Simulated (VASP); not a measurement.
# Ti3W2 (R-3m) in VASP: single point with PBE

Aim: the single point of Ti3W2 with PBE.

Program: VASP 6.6.1. These are calculated values, not measurements. Logs are shortened: lines on timing, memory, paths and dates and some standing lists are left out, and cuts for length are marked.

## Step 1: The cell of the first run

Symmetry: R-3m, No. 166, trigonal system. Conventional cell: a = 4.545 Å, b = 4.545 Å, c = 13.692 Å, α = 90.00°, β = 90.00°, γ = 120.00°. Within 3.6 Å of Ti (site symmetry 3m) lie 7 W at 2.72 to 3.21 Å and 7 Ti at 2.76 to 3.15 Å. Within 3.6 Å of Ti (site symmetry -3m) lie 8 W at 2.71 to 3.21 Å and 6 Ti at 2.76 Å. W (site symmetry 3m) has 11 Ti at 2.71 to 3.21 Å and 3 W at 2.76 Å within 3.6 Å.

## Step 2: Single point, PBE

The input, INCAR:

```
SYSTEM = Ti3W2
PREC = Accurate
ENCUT = 520
EDIFF = 1E-7
ISMEAR = 0
SIGMA = 0.1
LREAL = .False.
LASPH = .True.
NELM = 60
ALGO = Fast
ISIF = 2
LWAVE = .False.
LCHARG = .True.
GGA = PE
LELF = .True.
LVHAR = .True.
NBANDS = 40
```

The input, KPOINTS:

```
regular mesh
0
Gamma
  12 12 12
  0 0 0
```

The input, POSCAR:

```
Ti3W2
1.0
    2.2726032269      1.3120880848      4.5638584371
   -2.2726032269      1.3120880848      4.5638584371
    0.0000000000     -2.6241761696      4.5638584371
Ti W
3 2
Direct
    0.6030397445      0.6030397445      0.6030397445
    0.3969602555      0.3969602555      0.3969602555
    0.0000000000      0.0000000000      0.0000000000
    0.1982585957      0.1982585957      0.1982585957
    0.8017414043      0.8017414043      0.8017414043
```

Potentials or basis: VASP PAW PBE potentials, release 64 (Ti_sv, W_sv).

The run is started by

```bash
$ cat potpaw_PBE.64/Ti_sv/POTCAR potpaw_PBE.64/W_sv/POTCAR > POTCAR
$ mpirun -np 1 vasp_std > vasp.out
```

OUTCAR:

```text
SYSTEM = Ti3W2
   PREC = Accurate
   ENCUT = 520
   EDIFF = 1E-7
   ISMEAR = 0
   LREAL = .False.
   LASPH = .True.
   NELM = 60
   ISIF = 2
   GGA = PE

 ion  position               nearest neighbor table
   1  0.603  0.603  0.603-   5 2.72   3 2.76   3 2.76   3 2.76   4 2.80   4 2.80   4 2.80   2 2.82

   2  0.397  0.397  0.397-   4 2.72   3 2.76   3 2.76   3 2.76   5 2.80   5 2.80   5 2.80   1 2.82

   3  0.000  0.000  0.000-   4 2.71   5 2.71   1 2.76   2 2.76   1 2.76   1 2.76   2 2.76   2 2.76

   4  0.198  0.198  0.198-   3 2.71   2 2.72   5 2.76   5 2.76   5 2.76   1 2.80   1 2.80   1 2.80

   5  0.802  0.802  0.802-   3 2.71   1 2.72   4 2.76   4 2.76   4 2.76   2 2.80   2 2.80   2 2.80

  LATTYP: Found a trigonal (rhomboedric) cell.
 ALAT       =     5.2645136910
 COS(alpha) =     0.6272988655

  Lattice vectors:

 A1 = (   2.2726032269,   1.3120880848,   4.5638584371)
 A2 = (  -2.2726032269,   1.3120880848,   4.5638584371)
 A3 = (   0.0000000000,  -2.6241761696,   4.5638584371)

Analysis of symmetry for initial positions (statically):
=====================================================================
 Subroutine PRICEL returns:
 Original cell was already a primitive cell.

 Routine SETGRP: Setting up the symmetry group for a
 trigonal (rhombohedral) supercell.

 Subroutine GETGRP returns: Found 12 space group operations
 (whereof 12 operations were pure point group operations)
 out of a pool of 12 trial point group operations.

The static configuration has the point symmetry D_3d.

Analysis of symmetry for dynamics (positions and initial velocities):
=====================================================================
 Subroutine PRICEL returns:
 Original cell was already a primitive cell.

 Routine SETGRP: Setting up the symmetry group for a
 trigonal (rhombohedral) supercell.

 Subroutine GETGRP returns: Found 12 space group operations
 (whereof 12 operations were pure point group operations)
 out of a pool of 12 trial point group operations.

The dynamic configuration has the point symmetry D_3d.

 Subroutine INISYM returns: Found 12 space group operations
 (whereof 12 operations are pure point group operations),
 and found     1 'primitive' translations

----------------------------------------------------------------------------------------

                                     Primitive cell

  volume of cell :      81.6526

  direct lattice vectors                    reciprocal lattice vectors
     2.272603227  1.312088085  4.563858437     0.220012008  0.127023992  0.073037615
    -2.272603227  1.312088085  4.563858437    -0.220012008  0.127023992  0.073037615
     0.000000000 -2.624176170  4.563858437     0.000000000 -0.254047984  0.073037615

  length of vectors
     5.264513691  5.264513691  5.264513691     0.264338555  0.264338555  0.264338555

  position of ions in fractional coordinates (direct lattice)
     0.603039745  0.603039745  0.603039745
     0.396960255  0.396960255  0.396960255
     0.000000000  0.000000000  0.000000000
     0.198258596  0.198258596  0.198258596
     0.801741404  0.801741404  0.801741404

  ion indices of the primitive-cell ions
   primitive index   ion index
                 1           1
                 2           2
                 3           3
                 4           4
                 5           5

----------------------------------------------------------------------------------------

 KPOINTS: regular mesh

Automatic generation of k-mesh.
 Grid dimensions read from file:
 generate k-points for:   12   12   12

 Generating k-lattice:

  Cartesian coordinates                     Fractional coordinates (reciprocal lattice)
     0.018334334  0.010585333  0.006086468     0.083333333 -0.000000000 -0.000000000
    -0.018334334  0.010585333  0.006086468    -0.000000000  0.083333333 -0.000000000
     0.000000000 -0.021170665  0.006086468    -0.000000000 -0.000000000  0.083333333

  Length of vectors
     0.022028213  0.022028213  0.022028213

  Shift w.r.t. Gamma in fractional coordinates (k-lattice)
     0.000000000  0.000000000  0.000000000

 Subroutine IBZKPT returns following result:
 ===========================================

 Found    189 irreducible k-points:

 Following reciprocal coordinates:
            Coordinates               Weight
  0.000000  0.000000  0.000000      1.000000
  0.083333  0.000000  0.000000      6.000000
  0.166667 -0.000000  0.000000      6.000000
  0.250000  0.000000  0.000000      6.000000
  0.333333 -0.000000  0.000000      6.000000
  0.416667 -0.000000  0.000000      6.000000
[... 16 lines left out ...]
  0.500000  0.166667  0.000000     12.000000
 -0.416667  0.166667  0.000000     12.000000
 [... further k-points ...]
   k-points           NKPTS =    189   k-points in BZ     NKDIM =    189   number of bands    NBANDS=     40
   number of dos      NEDOS =    301   number of ions     NIONS =      5
   total plane-waves  NPLWV =  64000
   dimension x,y,z NGX =    40 NGY =   40 NGZ =   40
   dimension x,y,z NGXF=    80 NGYF=   80 NGZF=   80
   ions per type =               3   2
   NGX,Y,Z   is equivalent  to a cutoff of  12.63, 12.63, 12.63 a.u.
   NGXF,Y,Z  is equivalent  to a cutoff of  25.26, 25.26, 25.26 a.u.
 SYSTEM =  Ti3W2
   PREC   = accura    normal or accurate (medium, high low for compatibility)
   ISTART =      0    job   : 0-new  1-cont  2-samecut
   ICHARG =      2    charge: 1-file 2-atom 10-const
   ISPIN  =      1    spin polarized calculation?
   LNONCOLLINEAR =      F non collinear calculations
   LSORBIT =      F    spin-orbit coupling
   LASPH  =      T    aspherical Exc in radial PAW
   ENCUT  =  520.0 eV  38.22 Ry    6.18 a.u.   9.79  9.79  9.79*2*pi/ulx,y,z
   NELM   =     60;   NELMIN=  2; NELMDL= -5     # of ELM steps
   EDIFF  = 0.1E-06   stopping-criterion for ELM
   LREAL  =      F    real-space projection
   EDIFFG = 0.1E-05   stopping-criterion for IOM
   NSW    =      0    number of steps for IOM
   IBRION =     -1    ionic relax: 0-MD 1-quasi-New 2-CG
   NFREE  =      0    steps in history (QN), initial steepest desc. (CG)
   ISIF   =      2    stress and relaxation
   ISYM   =      2    0-nonsym 1-usesym 2-fastsym
   POTIM  = 0.5000    time-step for ionic-motion
   TEBEG  =    0.0;   TEEND  =   0.0 temperature during run
   PSTRESS=    0.0 pullay stress
   NELECT =      64.0000    total number of electrons
   NUPDOWN=      -1.0000    fix difference up-down
   EMIN   =  10.00;   EMAX   =-10.00  energy-range for DOS
   EFERMI =   0.00;   METHOD = LEGACY
   ISMEAR =     0;   SIGMA  =   0.10  broadening in eV -4-tet -1-fermi 0-gaus
   EFERMI_NEDOS =   21; number of points for ismear=-14 and -15
   IALGO  =     68    algorithm
   IMIX   =      4    mixing-type and parameters
     AMIX     =   0.40;   BMIX     =  1.00
     AMIX_MAG =   1.60;   BMIX_MAG =  1.00
  volume/ion in A,a.u.               =      16.33       110.20
  Fermi-wavevector in a.u.,A,eV,Ry     =   1.509425  2.852399 30.999013  2.278363
  Thomas-Fermi vector in A             =   2.619749
   LORBIT       =      0    0 simple, 1 ext, 2 COOP (PROOUT), +10 PAW based schemes
   GGA     = PE    functional components
   LHFCALC =     F    Hartree Fock is set to
   AEXX    =    0.0000 exact exchange contribution
   IVDW    =     0    specifies the selected vdW correction
   LEPSILON=     F    determine dielectric tensor
   LRPA    =     F    only Hartree local field effects (RPA)
 non-spin polarized calculation
 RMM-DIIS sequential band-by-band and
 Gauss-broadening in eV      SIGMA  =   0.10
  energy-cutoff  :      520.00
  volume of cell :       81.65
 maximum number of plane-waves:      2228
   NGX = 19   NGY = 19   NGZ = 19

 number of electron      64.0000003 magnetization

 Free energy of the ion-electron system (eV)
  ---------------------------------------------------
  ext. energy  EPLUGINS =         0.00000000
  ---------------------------------------------------
  free energy    TOTEN  =       -49.47139771 eV

  energy without entropy =      -49.43726478  energy(sigma->0) =      -49.45433124

 E-fermi :   9.2770     XC(G=0): -12.4743

 val. band max:        9.2766752707   @ k =  -0.4167  -0.4167   0.3333
 cond. band min:       9.2805879380   @ k =  -0.2500   0.5000   0.0833
 fundamental gap:      0.0039126673
 Fermi energy:         9.2769724177

 k-point     1 :       0.0000    0.0000    0.0000
  band No.  band energies     occupation
      1     -63.9422      2.00000
      2     -63.8631      2.00000
      3     -47.1437      2.00000
      4     -47.0079      2.00000
      5     -46.9914      2.00000
      6     -28.3783      2.00000
[... 32 lines left out ...]
     39      12.5743      0.00000
     40      12.8384      0.00000

 k-point     2 :       0.0833    0.0000    0.0000
  band No.  band energies     occupation
      1     -63.9411      2.00000
      2     -63.8642      2.00000
      3     -47.1412      2.00000
      4     -47.0088      2.00000
      5     -46.9931      2.00000
      6     -28.3818      2.00000
[... 32 lines left out ...]
     39      12.2778      0.00000
     40      12.2826      0.00000

 k-point     3 :       0.1667   -0.0000    0.0000
  band No.  band energies     occupation
      1     -63.9376      2.00000
      2     -63.8677      2.00000
      3     -47.1340      2.00000
      4     -47.0118      2.00000
      5     -46.9975      2.00000
      6     -28.3911      2.00000
[... 32 lines left out ...]
     39      11.9777      0.00000
     40      12.2870      0.00000

 k-point     4 :       0.2500    0.0000    0.0000
  band No.  band energies     occupation
      1     -63.9322      2.00000
      2     -63.8731      2.00000
      3     -47.1227      2.00000
      4     -47.0190      2.00000
      5     -47.0020      2.00000
      6     -28.4032      2.00000
[... 32 lines left out ...]
     39      11.6366      0.00000
     40      12.7055      0.00000
[... 772 lines left out ...]
     39      11.6500      0.00000
     40      11.8885      0.00000

 k-point    23 :       0.5000    0.1667    0.0000
  band No.  band energies     occupation
      1     -63.9158      2.00000
      2     -63.8895      2.00000
      3     -47.0876      2.00000
      4     -47.0463      2.00000
      5     -47.0106      2.00000
      6     -28.4337      2.00000
[... 32 lines left out ...]
     39      11.8204      0.00000
     40      11.8393      0.00000

 k-point    24 :      -0.4167    0.1667    0.0000
  band No.  band energies     occupation
      1     -63.9123      2.00000
      2     -63.8930      2.00000
      3     -47.0810      2.00000
      4     -47.0512      2.00000
      5     -47.0122      2.00000
      6     -28.4368      2.00000
[... 32 lines left out ...]
     39      11.7721      0.00000
     40      11.8826      0.00000

 [... further k-points ...]

------------------------ aborting loop because EDIFF is reached ----------------------------------------

  FORCE on cell =-STRESS in cart. coord.  units (eV):
  Direction    XX          YY          ZZ          XY          YZ          ZX
  --------------------------------------------------------------------------------------
  -------------------------------------------------------------------------------------
  Total       -0.0246474     -0.0246474      0.0056301      0.0000000     -0.0000000      0.0000000
  in kB       -0.4836281     -0.4836281      0.1104726      0.0000000     -0.0000000      0.0000000
  external PRESSURE =      -0.2855945 kB  Pullay stress =       0.0000000 kB

 VOLUME and BASIS-vectors are now :
 -----------------------------------------------------------------------------
  energy-cutoff  :      520.00
  volume of cell :       81.65
      direct lattice vectors                 reciprocal lattice vectors
     2.272603227  1.312088085  4.563858437     0.220012008  0.127023992  0.073037615
    -2.272603227  1.312088085  4.563858437    -0.220012008  0.127023992  0.073037615
     0.000000000 -2.624176170  4.563858437     0.000000000 -0.254047984  0.073037615

 POSITION                                       TOTAL-FORCE (eV/Angst)
 -----------------------------------------------------------------------------------
      0.00000      0.00000      8.25656         0.000000     -0.000000      0.000807
      0.00000      0.00000      5.43501         0.000000     -0.000000     -0.000807
      0.00000      0.00000      0.00000         0.000000     -0.000000      0.000000
      0.00000      0.00000      2.71447         0.000000      0.000000      0.015667
      0.00000      0.00000     10.97710         0.000000     -0.000000     -0.015667
 -----------------------------------------------------------------------------------
    total drift:                               -0.000000     -0.000000      0.000000

  FREE ENERGIE OF THE ION-ELECTRON SYSTEM (eV)
  ---------------------------------------------------
  free  energy   TOTEN  =       -49.4713977074 eV

  energy  without entropy=      -49.4372647770  energy(sigma->0) =      -49.45433124
```

It took 56 min on 1 thread of Intel Xeon Platinum 8488C (Sapphire Rapids), shared host; peak memory 0.61 GiB.

Results:

```yaml
Free_energy: -49.4714 eV
Pressure: 0.0 GPa
Largest_force: 0.016 eV/Å
Band_gap_on_the_k_mesh: zero (bands 32 and 33 overlap by 0.57 eV)
```

Forces on the atoms (eV/Å):
```
Ti   0.000  0.000  0.001
Ti   0.000  0.000 -0.001
Ti   0.000  0.000  0.000
W    0.000  0.000  0.016
W    0.000  0.000 -0.016
```

Caveat: spin-orbit coupling is left out, which moves the levels of the heavy elements.
